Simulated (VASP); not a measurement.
Input of a VASP 6.6.1 run:

Contents of POSCAR:

```
Si16O
1.0
    0.0000000000      5.4300000000      5.4300000000
    5.4300000000      0.0000000000      5.4300000000
    5.4300000000      5.4300000000      0.0000000000
Si O
16 1
Direct
   -0.0012978821      0.0043010129     -0.0031715470
    0.1271364641      0.1246561694      0.1224548803
    0.0117302026      0.0003622468      0.4968977901
    0.1340039595      0.1282093002      0.6224643646
   -0.0082564457      0.4985849908     -0.0074864641
    0.1132444751      0.6302557090      0.1147203499
   -0.0094541436      0.5012510129      0.4904791897
    0.1080384899      0.6243031308      0.6187022099
    0.5018038674     -0.0006243094      0.0029779006
    0.6241072744      0.1274186924      0.1283844383
    0.5079307551      0.0424727440      0.5029537753
    0.6385139963      0.1552294659      0.6304677716
    0.4882995396      0.4998684162     -0.0208004604
    0.6181340700      0.6234176796      0.0950158379
    0.4750915285      0.5111305709      0.4637178637
    0.6279916206      0.6718997238      0.6190365562
    0.5115138122      0.7001261510      0.4723197053
```

Contents of INCAR.step1:

```
ALGO = Normal ; EDIFF = 1E-4
ENCUT = 520 ; GGA = PE
ISMEAR = 0 ; ISPIN = 2
LASPH = T ; LCHARG = F
LREAL = Auto ; LWAVE = T
MAGMOM = 0 0 0 0 0 0 0 0 0 0 0 0 0 0 0 0 0 ; NBANDS = 53
NELM = 150 ; PREC = Accurate
SIGMA = 0.05
```

INCAR.step2

```
ALGO = Normal ; EDIFF = 1E-6
ENCUT = 520 ; ISIF = 2
ISMEAR = 0 ; ISPIN = 2
ISTART = 1 ; LASPH = T
LCHARG = F ; LMIXTAU = T
LORBIT = 11 ; LREAL = Auto
LWAVE = F ; MAGMOM = 0 0 0 0 0 0 0 0 0 0 0 0 0 0 0 0 0
METAGGA = R2SCAN ; NBANDS = 53
NELM = 150 ; PREC = Accurate
SIGMA = 0.05
```

File KPOINTS:

```
k-points
0
Gamma
  2 2 2
```

Potentials or basis: VASP PAW PBE potentials, release 64 (Si, O).

The run is started by

```sh
$ cat potpaw_PBE.64/Si/POTCAR potpaw_PBE.64/O/POTCAR > POTCAR
$ cp INCAR.step1 INCAR
$ mpirun -np 1 vasp_std > vasp.out
$ cp INCAR.step2 INCAR
$ mpirun -np 1 vasp_std > vasp.out
```

**Question.** What does it give for the band gap on the k mesh?

**Answer.** 0.69 eV.

**Question.** Predict the net moment.

**Answer.** 0.00 μB per cell.

Forces on the atoms (eV/Å):
```
Si  -0.001 -0.001 -0.001
Si   0.001 -0.001 -0.002
Si   0.004 -0.006 -0.005
Si  -0.003  0.000  0.001
Si   0.000 -0.003  0.001
Si   0.000 -0.001 -0.005
Si   0.010  0.001 -0.004
Si  -0.005 -0.002  0.002
Si   0.006  0.002  0.000
Si   0.002 -0.001 -0.001
Si   0.004  0.008  0.006
Si   0.001 -0.007 -0.003
Si   0.000 -0.002  0.008
Si   0.002 -0.001 -0.006
Si  -0.052 -0.033 -0.052
Si   0.047  0.046  0.038
O   -0.017  0.001  0.024
```

Caveat: the k points lie up to 0.50 Å⁻¹ apart; the PAW data sets were made with another functional, which shifts forces and pressure a little.
